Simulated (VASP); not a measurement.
## CuO: single point with PBE

Crystal: CuO.

```
CELL_PARAMETERS angstrom
3.13258 0.00000 0.00000
0.00000 3.13258 0.00000
0.00000 0.00000 4.58669
ATOMIC_POSITIONS crystal
Cu 0.00000 0.00000 0.00000
Cu 0.50000 0.50000 0.00000
O 0.50000 0.00000 0.26700
O 0.00000 0.50000 0.73300
```

| Item | Value |
| --- | --- |
| Program | VASP 6.6.1 |
| Task | single point |
| Functional | PBE |
| Potentials or basis | VASP PAW PBE potentials, release 64 (Cu, O) |
| Cutoff | 520 eV |
| k mesh | 8 × 8 × 6 |
| Occupations | fermi-dirac, width 0.05 eV |
| Spin | no spin polarisation |
| Dipole correction | no |
| Further INCAR settings | ALGO = Normal; EDIFF = 1e-06; NBANDS = 25 |

The pressure is 25.7 GPa. The largest force is 0.286 eV/Å and the band gap on the k mesh is zero (band 17 reaches 4.02 eV, above the bottom of band 18 at 3.14 eV).

Forces on the atoms (eV/Å):
```
Cu   0.000  0.000  0.000
Cu   0.000  0.000  0.000
O    0.000  0.000 -0.286
O    0.000  0.000  0.286
```

Stress tensor (GPa, compression positive):
```
40.12  0.00  0.00
 0.00 40.12  0.00
 0.00  0.00 -3.15
```

Levels at points of the mesh, in eV from the Fermi level:
```
           k point  band 13  band 14  band 15  band 16  band 17  band 18  band 19  band 20  band 21  band 22
(0.00, 0.00, 0.00)    -1.13    -1.13    -0.51    -0.34     0.46     0.46     1.19     6.59    11.26    11.26
(0.50, 0.00, 0.00)    -2.43    -2.43    -0.27    -0.27    -0.01    -0.01     5.48     5.48    10.83    10.83
(0.50, 0.50, 0.00)    -1.73    -1.73    -1.63    -1.63    -0.42    -0.42     5.71     5.71     9.69     9.69
(0.00, 0.00, 0.50)    -1.01    -1.01    -0.81    -0.51     0.27     0.27     2.83     5.78    11.25    11.25
(0.50, 0.00, 0.50)    -2.48    -2.48     0.04     0.04     0.11     0.11     5.30     5.30     9.92     9.92
(0.50, 0.50, 0.50)    -1.88    -1.88    -1.73    -1.73    -0.30    -0.30     6.68     6.68     9.68     9.68
```

Run time: 26 s on 1 thread of Intel(R) Xeon(R) 6975P-C (Granite Rapids), with other jobs on the host, peak memory 0.18 GiB.

Caveat: semilocal functionals often make such compounds metallic where correlation or magnetic order opens a gap, which also shifts bond lengths. With open d or f shells a metallic result of PBE can be an artefact of self-interaction; +U or a hybrid may open a gap.
